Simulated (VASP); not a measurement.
Wanted: the native input for a VASP 6.6.1 run.

- Task: single point
- Functional: PBE
- Potentials or basis: VASP PAW PBE potentials, release 64 (Si, Sb)
- Cutoff: 520 eV
- k mesh: 12 × 12 × 12
- Occupations: gaussian, width 0.1 eV
- Spin: no spin polarisation
- Dipole correction: no
- Further INCAR settings: ALGO = Normal; EDIFF = 1e-06; NBANDS = 19

The structure of Si3Sb2 lies in POSCAR:

```
Si3Sb2
1.0
    1.9449409667      1.1229121907      8.1527653002
   -1.9449409667      1.1229121907      8.1527653002
    0.0000000000     -2.2458243813      8.1527653002
Si Sb
3 2
Direct
    0.0000000000      0.0000000000      0.0000000000
    0.1869563199      0.1869563199      0.1869563199
    0.8130436801      0.8130436801      0.8130436801
    0.3997483148      0.3997483148      0.3997483148
    0.6002516852      0.6002516852      0.6002516852
```

One way to write it, as run:

INCAR

```
ALGO = Normal
EDIFF = 1E-6
ENCUT = 520
GGA = PE
ISIF = 2
ISMEAR = 0
LASPH = True
LCHARG = False
LREAL = False
LWAVE = False
NBANDS = 19
NELM = 100
PREC = Accurate
SIGMA = 0.1
```

KPOINTS

```
k-points
0
Gamma
  12 12 12
```

Potentials or basis: VASP PAW PBE potentials, release 64 (Si, Sb).

Run with:

```bash
$ cat potpaw_PBE.64/Si/POTCAR potpaw_PBE.64/Sb/POTCAR > POTCAR
$ mpirun -np 1 vasp_std > vasp.out
```

It gave:

```json
{
 "Pressure": "0.0 GPa",
 "Largest force": "0.018 eV/Å",
 "Band gap on the k mesh": "zero (band 11 reaches 8.63 eV, above the bottom of band 12 at 6.79 eV)"
}
```

Caveat: spin-orbit coupling is left out, which moves the levels of the heavy elements.

It took 12 min on 1 thread of Intel(R) Xeon(R) 6975P-C (Granite Rapids), on a shared host, peak memory 0.76 GiB.
